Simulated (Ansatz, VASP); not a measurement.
## Hf: VASP beside Ansatz

The input INCAR:

```
ALGO = Normal
EDIFF = 1E-6
ENCUT = 520
GGA = RP
ISIF = 2
ISMEAR = -1
LASPH = True
LCHARG = False
LREAL = False
LWAVE = False
NBANDS = 11
NELM = 60
PREC = Accurate
SIGMA = 0.1
```

Contents of KPOINTS:

```
k-points
0
Gamma
  14 14 14
```

Contents of POSCAR:

```
Hf
1.0
   -1.7428055275      1.7428055275      1.7428055275
    1.7428055275     -1.7428055275      1.7428055275
    1.7428055275      1.7428055275     -1.7428055275
Hf
1
Direct
    0.0000000000      0.0000000000      0.0000000000
```

Input for Ansatz:

```yaml
crystal:
  lattice:
    - [-1.7428055275, 1.7428055275, 1.7428055275]
    - [1.7428055275, -1.7428055275, 1.7428055275]
    - [1.7428055275, 1.7428055275, -1.7428055275]
  atoms:
    - { symbol: Hf, position: [0.0, 0.0, 0.0] }
hamiltonian:
  xc: rpbe
  pseudopotentials:
    kind: paw
    azcp:
      Hf: "pseudopotentials/Hf.paw.azcp"
basis:
  ecutwfc: 420
  fft_grid_basis: typed
kpoints:
  mp_grid: { grid: [14, 14, 14], shift: [0, 0, 0] }
magnetization:
  spin_polarized: false
scf:
  occupations: { method: fermi_dirac, width: 0.1 }
  lower_state_search: "off"
output:
  stress: true
```

Alike in both runs: task single point; functional RPBE; k mesh 14 × 14 × 14; occupations fermi-dirac, width 0.1 eV; no spin polarisation.

```csv
,VASP,Ansatz
version,VASP 6.6.1,Ansatz 0.2.0
potentials or method,"VASP PAW PBE potentials, release 64 (Hf_pv), cutoff 520 eV","plane waves (420 eV) with PAW, scalar-relativistic"
valence electrons in the cell,10,26
```

Ansatz gave:

| Quantity | Value |
| --- | --- |
| pressure (GPa) | 9.0 |

Problem. What did VASP give for the same quantities?

Solution. Pressure (GPa): 8.6.

VASP's potentials were made for PBE, not for RPBE. VASP's potentials hold 10 valence electrons a cell and Ansatz's 26, so a difference there can come from the potentials and not from the codes.

Neither program's run includes spin-orbit coupling.
